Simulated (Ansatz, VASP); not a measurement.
## One calculation of Cu, two programs

File INCAR:

```
SYSTEM = Cu
PREC = Accurate
ENCUT = 600
EDIFF = 1E-7
ISMEAR = -1
SIGMA = 0.15
LREAL = .False.
LASPH = .True.
NELM = 100
ALGO = Fast
ISIF = 3
LWAVE = .False.
LCHARG = .False.
GGA = PS
IBRION = 2
NSW = 80
EDIFFG = -0.001
```

KPOINTS

```
regular mesh
0
Gamma
  16 16 16
  0 0 0
```

The input POSCAR:

```
Cu
1.0
    0.0000000000      1.7820435798      1.7820435798
    1.7820435798      0.0000000000      1.7820435798
    1.7820435798      1.7820435798      0.0000000000
Cu
1
Direct
    0.0000000000      0.0000000000      0.0000000000
```

Input for Ansatz:

```yaml
crystal:
  lattice:
    - [0.0, 1.7820435792, 1.7820435792]
    - [1.7820435792, 0.0, 1.7820435792]
    - [1.7820435792, 1.7820435792, 0.0]
  atoms:
    - { symbol: Cu, position: [0.0, 0.0, 0.0] }
basis:
  ecutwfc: 420
kpoints:
  mp_grid: { grid: [16, 16, 16] }
hamiltonian:
  xc: pbesol
  pseudopotentials: { kind: paw, azcp: { folder: soft_1 } }
scf:
  occupations: { method: fermi_dirac, width: 0.15 }
output:
  forces: true
  stress: true
  eigenvalues: true
relax:
  adjacent_minimum: "off"
  f_tol: 0.001
  max_steps: 60
  cell: { stress_tol: 0.01 }
```

Alike in both runs: task relaxation of cell and atoms; functional PBEsol; k mesh 16 × 16 × 16; occupations fermi-dirac, width 0.15 eV; no spin polarisation.

```csv
,VASP,Ansatz
version,VASP 6.6.1,Ansatz 0.2.0
potentials or method,"VASP PAW PBE potentials, release 64 (Cu), cutoff 600 eV","scalar-relativistic, plane waves, PAW"
valence electrons in the cell,11,19
```

Ansatz gave:

* gap on the k mesh at the Fermi level, each at its own relaxed structure (eV): none
* relaxed volume (Å³/atom): 11.32
* relaxed cell length with the largest relative difference (Å): 2.520

Task: Estimate VASP's values.

Result: gap on the k mesh at the Fermi level, each at its own relaxed structure (eV): none; relaxed volume (Å³/atom): 11.38; relaxed cell length with the largest relative difference (Å): 2.524.

VASP's potentials were made for PBE, not for PBEsol, and Ansatz warns of the same on its side. A gap of «none» marks a metal or a gap that the smearing closes. VASP's potentials hold 11 valence electrons a cell and Ansatz's 19, so a difference there can come from the potentials and not from the codes.
